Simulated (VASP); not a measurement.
# Lu (Im-3m) in VASP: a series of runs

Runs on Lu. Level: PBEsol. Tasks: single point.

All numbers are computed with VASP 6.6.1; they aren't measurements. Logs are shortened: lines on timing, memory, paths and dates and some standing lists are left out, and cuts for length are marked.

**1. The cell of the first run**

The structure is cubic, space group Im-3m (No. 229). Conventional cell: a = 3.369 Å, b = 3.369 Å, c = 3.369 Å, α = 90.00°, β = 90.00°, γ = 90.00°. Within 3.8 Å of Lu (site symmetry m-3m) lie 14 Lu at 2.92 to 3.37 Å.

**2. Single point, PBEsol**

INCAR reads:

```
SYSTEM = Lu
PREC     = Accurate       ! precision mode
ENCUT    = 520            ! plane-wave cutoff, eV
EDIFF    = 1E-6           ! SCF threshold, eV
ISMEAR   = 0              ! smearing method
SIGMA    = 0.05           ! smearing width, eV
LREAL    = .FALSE.        ! projectors in reciprocal space
LASPH    = .TRUE.         ! aspherical terms in the spheres
NELM     = 60             ! most SCF steps
ALGO     = Normal         ! electronic algorithm
ISIF     = 2              ! what is computed and relaxed
LWAVE    = .FALSE.        ! write WAVECAR
LCHARG   = .FALSE.        ! write CHGCAR
GGA      = PS             ! functional
NBANDS   = 18             ! bands
```

KPOINTS reads:

```
Automatic mesh
0
G
  6 6 6
  0 0 0
```

POSCAR reads:

```
Lu
1.0
    1.6845563097      1.6845563097      1.6845563097
   -1.6845563097      1.6845563097      1.6845563097
   -1.6845563097     -1.6845563097      1.6845563097
Lu
1
Direct
    0.0000000000      0.0000000000      0.0000000000
```

Potentials or basis: VASP PAW PBE potentials, release 64 (Lu).

On the command line:

```console
$ cat potpaw_PBE.64/Lu/POTCAR > POTCAR
$ mpirun -np 1 vasp_std > vasp.out
```

OUTCAR:

```text
SYSTEM = Lu
   PREC = Accurate
   ENCUT = 520
   EDIFF = 1E-6
   ISMEAR = 0
   LREAL = .FALSE.
   LASPH = .TRUE.
   NELM = 60
   ISIF = 2
   GGA = PS

 ion  position               nearest neighbor table
   1  0.000  0.000  0.000-

  LATTYP: Found a body centered cubic cell.
 ALAT       =     3.3691126194

  Lattice vectors:

 A1 = (   1.6845563097,  -1.6845563097,  -1.6845563097)
 A2 = (   1.6845563097,   1.6845563097,   1.6845563097)
 A3 = (  -1.6845563097,  -1.6845563097,   1.6845563097)

Analysis of symmetry for initial positions (statically):
=====================================================================
 Subroutine PRICEL returns:
 Original cell was already a primitive cell.

 Routine SETGRP: Setting up the symmetry group for a
 body centered cubic supercell.

 Subroutine GETGRP returns: Found 48 space group operations
 (whereof 48 operations were pure point group operations)
 out of a pool of 48 trial point group operations.

The static configuration has the point symmetry O_h .

Analysis of symmetry for dynamics (positions and initial velocities):
=====================================================================
 Subroutine PRICEL returns:
 Original cell was already a primitive cell.

 Routine SETGRP: Setting up the symmetry group for a
 body centered cubic supercell.

 Subroutine GETGRP returns: Found 48 space group operations
 (whereof 48 operations were pure point group operations)
 out of a pool of 48 trial point group operations.

The dynamic configuration has the point symmetry O_h .

 Subroutine INISYM returns: Found 48 space group operations
 (whereof 48 operations are pure point group operations),
 and found     1 'primitive' translations

----------------------------------------------------------------------------------------

                                     Primitive cell

  volume of cell :      19.1213

  direct lattice vectors                    reciprocal lattice vectors
     1.684556310  1.684556310  1.684556310     0.296814061  0.000000000  0.296814061
    -1.684556310  1.684556310  1.684556310    -0.296814061  0.296814061  0.000000000
    -1.684556310 -1.684556310  1.684556310     0.000000000 -0.296814061  0.296814061

  length of vectors
     2.917737117  2.917737117  2.917737117     0.419758471  0.419758471  0.419758471

  position of ions in fractional coordinates (direct lattice)
     0.000000000  0.000000000  0.000000000

  ion indices of the primitive-cell ions
   primitive index   ion index
                 1           1

----------------------------------------------------------------------------------------

 KPOINTS: Automatic mesh

Automatic generation of k-mesh.
 Grid dimensions read from file:
 generate k-points for:    6    6    6

 Generating k-lattice:

  Cartesian coordinates                     Fractional coordinates (reciprocal lattice)
     0.049469010  0.000000000  0.049469010     0.166666667  0.000000000  0.000000000
    -0.049469010  0.049469010  0.000000000     0.000000000  0.166666667  0.000000000
     0.000000000 -0.049469010  0.049469010     0.000000000  0.000000000  0.166666667

  Length of vectors
     0.069959745  0.069959745  0.069959745

  Shift w.r.t. Gamma in fractional coordinates (k-lattice)
     0.000000000  0.000000000  0.000000000

 Subroutine IBZKPT returns following result:
 ===========================================

 Found     16 irreducible k-points:

 Following reciprocal coordinates:
            Coordinates               Weight
  0.000000  0.000000  0.000000      1.000000
  0.166667  0.000000  0.000000     12.000000
  0.333333  0.000000  0.000000     12.000000
  0.500000  0.000000  0.000000      6.000000
  0.333333  0.166667  0.000000     24.000000
  0.500000  0.166667  0.000000     48.000000
[... 8 lines left out ...]
  0.500000  0.333333  0.333333     12.000000
  0.500000  0.500000  0.500000      1.000000
   k-points           NKPTS =     16   k-points in BZ     NKDIM =     16   number of bands    NBANDS=     18
   number of dos      NEDOS =    301   number of ions     NIONS =      1
   total plane-waves  NPLWV =  13824
   dimension x,y,z NGX =    24 NGY =   24 NGZ =   24
   dimension x,y,z NGXF=    48 NGYF=   48 NGZF=   48
   ions per type =               1
   NGX,Y,Z   is equivalent  to a cutoff of  13.67, 13.67, 13.67 a.u.
   NGXF,Y,Z  is equivalent  to a cutoff of  27.35, 27.35, 27.35 a.u.
 SYSTEM =  Lu
   PREC   = accura    normal or accurate (medium, high low for compatibility)
   ISTART =      0    job   : 0-new  1-cont  2-samecut
   ICHARG =      2    charge: 1-file 2-atom 10-const
   ISPIN  =      1    spin polarized calculation?
   LNONCOLLINEAR =      F non collinear calculations
   LSORBIT =      F    spin-orbit coupling
   LASPH  =      T    aspherical Exc in radial PAW
   ENCUT  =  520.0 eV  38.22 Ry    6.18 a.u.   5.43  5.43  5.43*2*pi/ulx,y,z
   NELM   =     60;   NELMIN=  2; NELMDL= -5     # of ELM steps
   EDIFF  = 0.1E-05   stopping-criterion for ELM
   LREAL  =      F    real-space projection
   EDIFFG = 0.1E-04   stopping-criterion for IOM
   NSW    =      0    number of steps for IOM
   IBRION =     -1    ionic relax: 0-MD 1-quasi-New 2-CG
   NFREE  =      0    steps in history (QN), initial steepest desc. (CG)
   ISIF   =      2    stress and relaxation
   ISYM   =      2    0-nonsym 1-usesym 2-fastsym
   POTIM  = 0.5000    time-step for ionic-motion
   TEBEG  =    0.0;   TEEND  =   0.0 temperature during run
   PSTRESS=    0.0 pullay stress
   NELECT =      25.0000    total number of electrons
   NUPDOWN=      -1.0000    fix difference up-down
   EMIN   =  10.00;   EMAX   =-10.00  energy-range for DOS
   EFERMI =   0.00;   METHOD = LEGACY
   ISMEAR =     0;   SIGMA  =   0.05  broadening in eV -4-tet -1-fermi 0-gaus
   EFERMI_NEDOS =   21; number of points for ismear=-14 and -15
   IALGO  =     38    algorithm
   IMIX   =      4    mixing-type and parameters
     AMIX     =   0.40;   BMIX     =  1.00
     AMIX_MAG =   1.60;   BMIX_MAG =  1.00
  volume/ion in A,a.u.               =      19.12       129.04
  Fermi-wavevector in a.u.,A,eV,Ry     =   1.790122  3.382840 43.600371  3.204537
  Thomas-Fermi vector in A             =   2.852957
   LORBIT       =      0    0 simple, 1 ext, 2 COOP (PROOUT), +10 PAW based schemes
   GGA     = PS    functional components
   LHFCALC =     F    Hartree Fock is set to
   AEXX    =    0.0000 exact exchange contribution
   IVDW    =     0    specifies the selected vdW correction
   LEPSILON=     F    determine dielectric tensor
   LRPA    =     F    only Hartree local field effects (RPA)
 non-spin polarized calculation
 Gauss-broadening in eV      SIGMA  =   0.05
  energy-cutoff  :      520.00
  volume of cell :       19.12
 maximum number of plane-waves:       531
 NGX is ok and might be reduce to    24
   NGX = 11   NGY = 11   NGZ = 11

 number of electron      25.0000005 magnetization

 Free energy of the ion-electron system (eV)
  ---------------------------------------------------
  ext. energy  EPLUGINS =         0.00000000
  ---------------------------------------------------
  free energy    TOTEN  =        -4.12702614 eV

  energy without entropy =       -4.12118056  energy(sigma->0) =       -4.12410335

 E-fermi :   3.9941     XC(G=0): -13.0484

 val. band max:        3.9808832604   @ k =   0.5000   0.1667   0.0000
 cond. band min:       4.1753703242   @ k =   0.3333   0.1667   0.1667
 fundamental gap:      0.1944870638
 Fermi energy:         3.9941102220

 k-point     1 :       0.0000    0.0000    0.0000
  band No.  band energies     occupation
      1     -51.6872      2.00000
      2     -21.5212      2.00000
      3     -21.5212      2.00000
      4     -21.5212      2.00000
      5      -3.0401      2.00000
      6      -0.7364      2.00000
[... 10 lines left out ...]
     17       9.9013      0.00000
     18      18.2057      0.00000

 k-point     2 :       0.1667    0.0000    0.0000
  band No.  band energies     occupation
      1     -51.6374      2.00000
      2     -22.0327      2.00000
      3     -21.6681      2.00000
      4     -21.5277      2.00000
      5      -1.7843      2.00000
      6      -0.7207      2.00000
[... 10 lines left out ...]
     17       9.9247      0.00000
     18      19.3178      0.00000

 k-point     3 :       0.3333    0.0000    0.0000
  band No.  band energies     occupation
      1     -51.5365      2.00000
      2     -22.9456      2.00000
      3     -21.9500      2.00000
      4     -21.5411      2.00000
      5      -0.7090      2.00000
      6      -0.6467      2.00000
[... 10 lines left out ...]
     17      11.5337      0.00000
     18      17.6675      0.00000

 k-point     4 :       0.5000    0.0000    0.0000
  band No.  band energies     occupation
      1     -51.4853      2.00000
      2     -23.3599      2.00000
      3     -22.0856      2.00000
      4     -21.5482      2.00000
      5      -0.7149      2.00000
      6      -0.6545      2.00000
[... 10 lines left out ...]
     17      14.9213      0.00000
     18      15.5005      0.00000

 k-point     5 :       0.3333    0.1667    0.0000
  band No.  band energies     occupation
      1     -51.5619      2.00000
      2     -22.6531      2.00000
      3     -21.8713      2.00000
      4     -21.6381      2.00000
      5      -0.6986      2.00000
      6      -0.6668      2.00000
[... 10 lines left out ...]
     17      10.9112      0.00000
     18      19.3798      0.00000

 k-point     6 :       0.5000    0.1667    0.0000
  band No.  band energies     occupation
      1     -51.4854      2.00000
      2     -23.1395      2.00000
      3     -22.2208      2.00000
      4     -21.6844      2.00000
      5      -0.6869      2.00000
      6      -0.6632      2.00000
[... 10 lines left out ...]
     17      14.5291      0.00000
     18      17.1705      0.00000

 k-point     7 :      -0.3333    0.3333    0.0000
  band No.  band energies     occupation
      1     -51.4599      2.00000
      2     -22.8064      2.00000
      3     -22.8064      2.00000
      4     -21.7581      2.00000
      5      -0.6770      2.00000
      6      -0.6457      2.00000
[... 10 lines left out ...]
     17      14.2244      0.00000
     18      18.2618      0.00000

 k-point     8 :       0.1667    0.1667    0.1667
  band No.  band energies     occupation
      1     -51.5911      2.00000
      2     -22.1578      2.00000
      3     -21.8225      2.00000
      4     -21.8225      2.00000
      5      -0.7327      2.00000
      6      -0.6804      2.00000
[... 10 lines left out ...]
     17      11.3950      0.00000
     18      19.9707      0.00000

 k-point     9 :       0.3333    0.1667    0.1667
  band No.  band energies     occupation
      1     -51.4974      2.00000
      2     -22.8555      2.00000
      3     -22.1183      2.00000
      4     -21.8844      2.00000
      5      -0.7064      2.00000
      6      -0.6398      2.00000
[... 10 lines left out ...]
     17      11.3797      0.00000
     18      18.1389      0.00000

 k-point    10 :       0.5000    0.1667    0.1667
  band No.  band energies     occupation
      1     -51.4500      2.00000
      2     -23.2146      2.00000
      3     -22.2603      2.00000
      4     -21.8733      2.00000
      5      -0.7031      2.00000
      6      -0.6588      2.00000
[... 10 lines left out ...]
     17      14.5743      0.00000
     18      17.6555      0.00000

 k-point    11 :       0.5000    0.3333    0.1667
  band No.  band energies     occupation
      1     -51.4323      2.00000
      2     -22.9859      2.00000
      3     -22.5646      2.00000
      4     -21.9754      2.00000
      5      -0.6779      2.00000
      6      -0.6705      2.00000
[... 10 lines left out ...]
     17      15.1068      0.00000
     18      17.0778      0.00000

 k-point    12 :       0.1667    0.5000    0.1667
  band No.  band energies     occupation
      1     -51.5032      2.00000
      2     -22.9880      2.00000
      3     -21.9684      2.00000
      4     -21.9684      2.00000
      5      -0.6715      2.00000
      6      -0.6174      2.00000
[... 10 lines left out ...]
     17      14.6301      0.00000
     18      17.6177      0.00000

 k-point    13 :       0.1667   -0.3333    0.1667
  band No.  band energies     occupation
      1     -51.4737      2.00000
      2     -22.9233      2.00000
      3     -22.3808      2.00000
      4     -22.0167      2.00000
      5      -0.6543      2.00000
      6      -0.6233      2.00000
[... 10 lines left out ...]
     17      13.7466      0.00000
     18      17.0776      0.00000

 k-point    14 :       0.3333    0.3333    0.3333
  band No.  band energies     occupation
      1     -51.4185      2.00000
      2     -22.7464      2.00000
      3     -22.4393      2.00000
      4     -22.4393      2.00000
      5      -0.6810      2.00000
      6      -0.6526      2.00000
[... 10 lines left out ...]
     17      11.1521      0.00000
     18      21.2815      0.00000

 k-point    15 :       0.5000    0.3333    0.3333
  band No.  band energies     occupation
      1     -51.3787      2.00000
      2     -22.9104      2.00000
      3     -22.5925      2.00000
      4     -22.4726      2.00000
      5      -0.7109      2.00000
      6      -0.6490      2.00000
[... 10 lines left out ...]
     17      13.9431      0.00000
     18      16.5065      0.00000

 k-point    16 :       0.5000    0.5000    0.5000
  band No.  band energies     occupation
      1     -51.3428      2.00000
      2     -22.7509      2.00000
      3     -22.7509      2.00000
      4     -22.7509      2.00000
      5      -0.7370      2.00000
      6      -0.6125      2.00000
[... 10 lines left out ...]
     17      13.6531      0.00000
     18      13.6531      0.00000

------------------------ aborting loop because EDIFF is reached ----------------------------------------

  FORCE on cell =-STRESS in cart. coord.  units (eV):
  Direction    XX          YY          ZZ          XY          YZ          ZX
  --------------------------------------------------------------------------------------
  -------------------------------------------------------------------------------------
  Total        3.6679757      3.6679757      3.6679757     -0.0000000     -0.0000000     -0.0000000
  in kB      307.3409570    307.3409570    307.3409570     -0.0000000     -0.0000000     -0.0000000
  external PRESSURE =     307.3409570 kB  Pullay stress =       0.0000000 kB

 VOLUME and BASIS-vectors are now :
 -----------------------------------------------------------------------------
  energy-cutoff  :      520.00
  volume of cell :       19.12
      direct lattice vectors                 reciprocal lattice vectors
     1.684556310  1.684556310  1.684556310     0.296814061  0.000000000  0.296814061
    -1.684556310  1.684556310  1.684556310    -0.296814061  0.296814061  0.000000000
    -1.684556310 -1.684556310  1.684556310     0.000000000 -0.296814061  0.296814061

 POSITION                                       TOTAL-FORCE (eV/Angst)
 -----------------------------------------------------------------------------------
      0.00000      0.00000      0.00000        -0.000000      0.000000      0.000000
 -----------------------------------------------------------------------------------
    total drift:                                0.000000      0.000000      0.000000

  FREE ENERGIE OF THE ION-ELECTRON SYSTEM (eV)
  ---------------------------------------------------
  free  energy   TOTEN  =        -4.1270261376 eV

  energy  without entropy=       -4.1211805574  energy(sigma->0) =       -4.12410335
```

It took 7.2 s on 1 thread of Intel Xeon Platinum 8259CL at 2.50GHz (Skylake/Cascade Lake), shared host; peak memory 0.15 GiB.

What came out:

```yaml
Free_energy: -4.1270 eV
Pressure: 30.7 GPa
```

Caveat: the k points lie up to 0.44 Å⁻¹ apart; the PAW data sets were made with another functional, which shifts forces and pressure a little; spin-orbit coupling is left out, which moves the levels of the heavy elements.

(Part 1 of 2 ends here.)
